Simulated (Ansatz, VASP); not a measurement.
# Al3GaAs4: VASP beside Ansatz

File INCAR:

```
PREC = Accurate
ENCUT = 520
EDIFF = 1E-6
ISMEAR = -1
SIGMA = 0.02
LREAL = F
LASPH = T
NELM = 80
ALGO = Normal
ISIF = 2
LWAVE = F
LCHARG = F
GGA = PE
NBANDS = 31
```

File KPOINTS:

```
Automatic mesh
0
Gamma
  6 6 6
```

The input POSCAR:

```
Al3GaAs4
1.0
   -2.8380025367      2.8380025367      5.6760419462
    2.8380025367     -2.8380025367      5.6760419462
    2.8380025367      2.8380025367     -5.6760419462
Al As Ga
3 4 1
Direct
    0.7500000000      0.2500000000      0.5000000000
    0.5000000000      0.5000000000      0.0000000000
    0.2500000000      0.7500000000      0.5000000000
    0.1249423858      0.6246537848      0.0000000000
    0.8750576142      0.8750576142      0.4997113990
    0.6246537848      0.1249423858      0.0000000000
    0.3753462152      0.3753462152      0.5002886010
    0.0000000000      0.0000000000      0.0000000000
```

Input for Ansatz:

```yaml
crystal:
  lattice:
    - [-2.8380025367, 2.8380025367, 5.6760419462]
    - [2.8380025367, -2.8380025367, 5.6760419462]
    - [2.8380025367, 2.8380025367, -5.6760419462]
  atoms:
    - { symbol: Al, position: [0.75, 0.25, 0.5] }
    - { symbol: As, position: [0.1249423858, 0.6246537848, 0.0] }
    - { symbol: Al, position: [0.5, 0.5, 0.0] }
    - { symbol: As, position: [0.8750576142, 0.8750576142, 0.499711399] }
    - { symbol: Al, position: [0.25, 0.75, 0.5] }
    - { symbol: As, position: [0.6246537848, 0.1249423858, 0.0] }
    - { symbol: Ga, position: [0.0, 0.0, 0.0] }
    - { symbol: As, position: [0.3753462152, 0.3753462152, 0.500288601] }
kpoints:
  mp_grid: { grid: [6, 6, 6] }
  band_path:
    path:
      - [[0.0, 0.0, 0.0], [5.139783437401e-18, -5.139783437401e-18, 0.5], [0.25, 0.25, 0.25], [1.63464027753e-17, 0.5, -1.63464027753e-17], [0.0, 0.0, 0.0], [0.5, 0.5, -0.5], [0.3124991879757, 0.6875008120243, -0.3124991879757]]
      - [[-0.3124991879757, 0.3124991879757, 0.3124991879757], [0.0, 0.0, 0.0]]
      - [[5.139783437401e-18, -5.139783437401e-18, 0.5], [-0.1249983759515, 0.1249983759515, 0.5]]
      - [[0.5, 0.5, -0.1249983759515], [0.5, 0.5, -0.5]]
    npoints: 10
hamiltonian:
  xc: pbe
scf:
  occupations: { method: fermi_dirac, width: 0.02 }
  n_extra_bands: 6
output:
  forces: true
  stress: true
  eigenvalues: true
```

Alike in both runs: task single point; functional PBE; k mesh 6 × 6 × 6; occupations fermi-dirac, width 0.02 eV; no spin polarisation.

|  | VASP | Ansatz |
| --- | --- | --- |
| version | VASP 6.6.1 | Ansatz 0.2.0 |
| potentials or method | VASP PAW PBE potentials, release 64 (Al, As, Ga_d) | plane waves, PAW |
| plane-wave cutoff (eV) | 520 | 420 |
| valence electrons in the cell | 42 | 82 |

Ansatz gave:

| Quantity | Value |
| --- | --- |
| gap on the k mesh at the Fermi level (eV) | 1.47 |
| pressure (GPa) | 2.1 |
| rms of the force components (eV/Å) | 0.020 |

Question: Which values does VASP return?

Answer: gap on the k mesh at the Fermi level (eV): 1.46; pressure (GPa): 2.3; rms of the force components (eV/Å): 0.021.

VASP's potentials hold 42 valence electrons a cell and Ansatz's 82, so a difference there can come from the potentials and not from the codes.
